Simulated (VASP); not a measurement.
# Ru (P6_3/mmc) in VASP: a series of runs, part 2 of 2

VASP 6.6.1.

### 3 Single point, PBEsol

This run uses another cell than the first one, of 13.00 Å³/atom, 1.009 times its volume.

The input, INCAR:

```
SYSTEM = Ru
PREC = Accurate
ENCUT = 520
EDIFF = 1E-6
ISMEAR = 0
SIGMA = 0.15
LREAL = .FALSE.
LASPH = .TRUE.
NELM = 60
ALGO = Normal
ISIF = 2
LWAVE = .FALSE.
LCHARG = .FALSE.
GGA = PS
NBANDS = 21
```

The input, KPOINTS:

```
regular mesh
0
G
  18 18 10
  0 0 0
```

The input, POSCAR:

```
Ru
1.0
    2.6896847531      0.0000000000      0.0000000000
   -1.3448423765      2.3293353243      0.0000000000
    0.0000000000      0.0000000000      4.1503000000
Ru
2
Direct
    0.3333333333      0.6666666667      0.2500000000
    0.6666666667      0.3333333333      0.7500000000
```

Potentials or basis: VASP PAW PBE potentials, release 64 (Ru_pv).

The run is started by

```
cat potpaw_PBE.64/Ru_pv/POTCAR > POTCAR
mpirun -np 1 vasp_std > vasp.out
```

OUTCAR:

```text
SYSTEM = Ru
   PREC = Accurate
   ENCUT = 520
   EDIFF = 1E-6
   ISMEAR = 0
   LREAL = .FALSE.
   LASPH = .TRUE.
   NELM = 60
   ISIF = 2
   GGA = PS

 ion  position               nearest neighbor table
   1  0.333  0.667  0.250-   2 2.59   2 2.59   2 2.59   2 2.59   2 2.59   2 2.59
   2  0.667  0.333  0.750-   1 2.59   1 2.59   1 2.59   1 2.59   1 2.59   1 2.59

  LATTYP: Found a hexagonal cell.
 ALAT       =     2.6896847531
 C/A-ratio  =     1.5430432861

  Lattice vectors:

 A1 = (   2.6896847531,   0.0000000000,   0.0000000000)
 A2 = (  -1.3448423765,   2.3293353243,   0.0000000000)
 A3 = (   0.0000000000,   0.0000000000,   4.1503000000)

Analysis of symmetry for initial positions (statically):
=====================================================================
 Subroutine PRICEL returns:
 Original cell was already a primitive cell.

 Routine SETGRP: Setting up the symmetry group for a
 hexagonal supercell.

 Subroutine GETGRP returns: Found 24 space group operations
 (whereof 12 operations were pure point group operations)
 out of a pool of 24 trial point group operations.

The static configuration has the point symmetry D_3d.
 The point group associated with its full space group is D_6h.

Analysis of symmetry for dynamics (positions and initial velocities):
=====================================================================
 Subroutine PRICEL returns:
 Original cell was already a primitive cell.

 Routine SETGRP: Setting up the symmetry group for a
 hexagonal supercell.

 Subroutine GETGRP returns: Found 24 space group operations
 (whereof 12 operations were pure point group operations)
 out of a pool of 24 trial point group operations.

The dynamic configuration has the point symmetry D_3d.
 The point group associated with its full space group is D_6h.

 Subroutine INISYM returns: Found 24 space group operations
 (whereof 12 operations are pure point group operations),
[... 105 lines left out ...]
   TEBEG  =    0.0;   TEEND  =   0.0 temperature during run
   PSTRESS=    0.0 pullay stress
   NELECT =      28.0000    total number of electrons
   NUPDOWN=      -1.0000    fix difference up-down
   EMIN   =  10.00;   EMAX   =-10.00  energy-range for DOS
   EFERMI =   0.00;   METHOD = LEGACY
   ISMEAR =     0;   SIGMA  =   0.15  broadening in eV -4-tet -1-fermi 0-gaus
   EFERMI_NEDOS =   21; number of points for ismear=-14 and -15
   IALGO  =     38    algorithm
   IMIX   =      4    mixing-type and parameters
     AMIX     =   0.40;   BMIX     =  1.00
     AMIX_MAG =   1.60;   BMIX_MAG =  1.00
  volume/ion in A,a.u.               =      13.00        87.74
  Fermi-wavevector in a.u.,A,eV,Ry     =   1.677992  3.170945 38.309340  2.815657
  Thomas-Fermi vector in A             =   2.762160
   LORBIT       =      0    0 simple, 1 ext, 2 COOP (PROOUT), +10 PAW based schemes
   GGA     = PS    functional components
   LHFCALC =     F    Hartree Fock is set to
   AEXX    =    0.0000 exact exchange contribution
   IVDW    =     0    specifies the selected vdW correction
   LEPSILON=     F    determine dielectric tensor
   LRPA    =     F    only Hartree local field effects (RPA)
 non-spin polarized calculation
 Gauss-broadening in eV      SIGMA  =   0.15
  energy-cutoff  :      520.00
  volume of cell :       26.00
 maximum number of plane-waves:       714
 NGX is ok and might be reduce to    20
   NGX =  9   NGY =  9   NGZ = 15

 number of electron      28.0000001 magnetization

 Free energy of the ion-electron system (eV)
  ---------------------------------------------------
  ext. energy  EPLUGINS =         0.00000000
  ---------------------------------------------------
  free energy    TOTEN  =       -20.31514253 eV

  energy without entropy =      -20.29670507  energy(sigma->0) =      -20.30592380

 E-fermi :  13.5171     XC(G=0): -14.5482

 val. band max:       13.5152379494   @ k =   0.1667   0.0556   0.3000
 cond. band min:      13.5423158304   @ k =   0.1111   0.0556   0.4000
 fundamental gap:      0.0270778809
 Fermi energy:        13.5170582693

 k-point     1 :       0.0000    0.0000    0.0000
  band No.  band energies     occupation
      1     -30.3087      2.00000
      2     -29.2215      2.00000
      3     -29.2215      2.00000
      4     -28.9990      2.00000
      5     -28.9990      2.00000
      6     -28.9149      2.00000
[... 565 lines left out ...]
     20      23.7452      0.00000
     21      25.0920      0.00000

 [... further k-points ...]
[... 5 lines left out ...]
  --------------------------------------------------------------------------------------
  -------------------------------------------------------------------------------------
  Total        0.8501021      0.8501021      2.9496715      0.0000000      0.0000000      0.0000000
  in kB       52.3804002     52.3804002    181.7487140      0.0000000      0.0000000      0.0000000
  external PRESSURE =      95.5031715 kB  Pullay stress =       0.0000000 kB

 VOLUME and BASIS-vectors are now :
 -----------------------------------------------------------------------------
  energy-cutoff  :      520.00
  volume of cell :       26.00
      direct lattice vectors                 reciprocal lattice vectors
     2.689684753  0.000000000  0.000000000     0.371790783  0.214653509  0.000000000
    -1.344842376  2.329335324  0.000000000     0.000000000  0.429307017  0.000000000
     0.000000000  0.000000000  4.150300000     0.000000000  0.000000000  0.240946438

 POSITION                                       TOTAL-FORCE (eV/Angst)
 -----------------------------------------------------------------------------------
     -0.00000      1.55289      1.03757        -0.000000      0.000000      0.000000
      1.34484      0.77645      3.11272         0.000000     -0.000000      0.000000
 -----------------------------------------------------------------------------------
    total drift:                               -0.000000      0.000000     -0.000000

  FREE ENERGIE OF THE ION-ELECTRON SYSTEM (eV)
  ---------------------------------------------------
  free  energy   TOTEN  =       -20.3151425281 eV

  energy  without entropy=      -20.2967050732  energy(sigma->0) =      -20.30592380
```

OSZICAR:

```text
N       E                     dE             d eps       ncg     rms          rms(c)
DAV:   1     0.287206343781E+03    0.28721E+03   -0.17545E+04  9332   0.149E+03
DAV:   2    -0.159204002897E+02   -0.30313E+03   -0.29389E+03  9514   0.449E+02
DAV:   3    -0.218178475220E+02   -0.58974E+01   -0.58659E+01 11049   0.701E+01
DAV:   4    -0.218616284117E+02   -0.43781E-01   -0.43705E-01 11490   0.580E+00
DAV:   5    -0.218622423378E+02   -0.61393E-03   -0.60938E-03 10631   0.607E-01    0.214E+01
DAV:   6    -0.204201884530E+02    0.14421E+01   -0.31312E+00 10964   0.173E+01    0.596E+00
DAV:   7    -0.203266278658E+02    0.93561E-01   -0.63631E-01 10519   0.570E+00    0.103E+00
DAV:   8    -0.203167090498E+02    0.99188E-02   -0.15398E-02 10349   0.126E+00    0.537E-01
DAV:   9    -0.203151276021E+02    0.15814E-02   -0.14266E-03 10762   0.412E-01    0.312E-02
DAV:  10    -0.203151428270E+02   -0.15225E-04   -0.49412E-05 10502   0.735E-02    0.165E-02
DAV:  11    -0.203151425281E+02    0.29892E-06   -0.41404E-06 10499   0.200E-02
   1 F= -.20315143E+02 E0= -.20305924E+02  d E =-.184375E-01
```

Wall time 33 s (1 thread of Intel Xeon 6975P-C (Granite Rapids), shared host); peak memory 0.21 GiB.

What came out:

- Free energy: -20.3151 eV
- Pressure: 9.6 GPa
- Band gap on the k mesh: zero (band 14 reaches 15.06 eV, above the bottom of band 15 at 11.74 eV)

Stress tensor (GPa, compression positive):
```
 5.24  0.00  0.00
 0.00  5.24  0.00
 0.00  0.00 18.17
```

Levels at points of the mesh, in eV from the Fermi level:
```csv
k point,band 10,band 11,band 12,band 13,band 14,band 15,band 16,band 17,band 18,band 19
"(0.00, 0.00, 0.00)",-2.82,-2.35,-2.02,-2.02,-1.70,-1.70,1.26,1.26,1.59,10.21
"(0.50, 0.00, 0.00)",-3.42,-2.05,-2.00,-1.48,1.38,1.89,2.19,4.23,6.33,10.22
"(0.00, 0.00, 0.50)",-3.06,-3.06,-3.06,-2.74,-2.74,0.62,0.62,0.62,0.62,10.23
"(0.50, 0.00, 0.50)",-4.76,-1.24,-1.24,0.44,0.44,1.70,1.70,3.51,3.51,10.22
```

Caveat: the PAW data sets were made with another functional, which shifts forces and pressure a little.

### 4 Single point, PBEsol

This run uses another cell than the first one, of 12.95 Å³/atom, 1.005 times its volume.

The input, INCAR:

```
PREC = Accurate
ENCUT = 520
EDIFF = 1E-7
ISMEAR = 0
SIGMA = 0.15
LREAL = False
LASPH = True
NELM = 80
ALGO = Fast
ISIF = 2
LWAVE = False
LCHARG = False
GGA = PS
NBANDS = 21
```

The input, KPOINTS:

```
regular mesh
0
Gamma
  18 18 10
```

The input, POSCAR:

```
Ru
1.0
    2.6520000000      0.0000000000      0.0000000000
   -1.3260000000      2.2966993709      0.0000000000
    0.0000000000      0.0000000000      4.2523798375
Ru
2
Direct
    0.3333333333      0.6666666667      0.2500000000
    0.6666666667      0.3333333333      0.7500000000
```

The run is started by

```
cat potpaw_PBE.64/Ru_pv/POTCAR > POTCAR
mpirun -np 1 vasp_std > vasp.out
```

Wall time 41 s (1 thread of Intel Xeon 6975P-C (Granite Rapids), shared host); peak memory 0.2 GiB.

It converged, with:

```
Free energy            : -20.3217 eV
Pressure               : 10.3 GPa
Band gap on the k mesh : zero (band 14 reaches 15.23 eV, above the bottom of band 15 at 11.88 eV)
```

Stress tensor (GPa, compression positive):
```
12.62  0.00  0.00
 0.00 12.62  0.00
 0.00  0.00  5.66
```

Levels at points of the mesh, in eV from the Fermi level:
```
           k point  band 12  band 13  band 14  band 15  band 16  band 17
(0.00, 0.00, 0.00)    -2.08    -2.08    -1.38    -1.38     1.14     1.29
(0.50, 0.00, 0.00)    -1.86    -1.69     1.65     2.04     2.08     4.36
(0.00, 0.00, 0.50)    -2.92    -2.92    -2.92     0.60     0.60     0.60
(0.50, 0.00, 0.50)    -1.08     0.47     0.47     1.91     1.91     3.58
```

Caveat: the PAW data sets were made with another functional, which shifts forces and pressure a little.

### 5 Overview

```csv
cell,gap on the mesh (eV),pressure (GPa)
"a = 2.614, b = 2.614, c = 4.354 Å, angles 90.0, 90.0, 120.0°, 2 atoms",none,12.8
"a = 2.690, b = 2.690, c = 4.150 Å, angles 90.0, 90.0, 120.0°, 2 atoms",none,9.6
"a = 2.652, b = 2.652, c = 4.252 Å, angles 90.0, 90.0, 120.0°, 2 atoms",none,10.3
```

Alike in all rows: task single point; level PBEsol; potentials or basis VASP PAW PBE potentials, release 64 (Ru_pv); no spin polarisation; k mesh 18 × 18 × 10; cutoff (eV) 520; smearing gaussian 0.15 eV.

Caveats: the PAW data sets were made with another functional, which shifts forces and pressure a little.

Total energies depend on the potentials used, so only differences within one code and one set of settings carry meaning.
